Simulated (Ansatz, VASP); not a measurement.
CaSe: VASP beside Ansatz

```
Ca Se
1.0
     0.00000    2.95600    2.95600
     2.95600    0.00000    2.95600
     2.95600    2.95600    0.00000
Ca Se
1 1
Direct
  0.00000 0.00000 0.00000
  0.50000 0.50000 0.50000
```

Alike in both runs: task electric field gradients; functional PBEsol; k mesh 7 × 7 × 7; occupations fermi-dirac, width 0.01 eV; no spin polarisation.

```csv
,VASP,Ansatz
version,VASP 6.6.1,Ansatz 0.2.0
potentials or method,"VASP PAW PBE potentials, release 64 (Ca_sv, Se)","PAW with Ansatz's default frozen-core files, scalar-relativistic"
plane-wave cutoff (eV),520,420
valence electrons in the cell,16,26
```

```csv
,VASP,Ansatz,Ansatz less VASP
gap on the k mesh at the Fermi level (eV),1.99,2.00,+0.013
pressure (GPa),-0.9,-1.1,-0.19
```

VASP's potentials were made for PBE, not for PBEsol. With one functional, cell and mesh, what is left measures potentials, basis and numerics. VASP's potentials hold 16 valence electrons a cell and Ansatz's 26, so a difference there can come from the potentials and not from the codes.
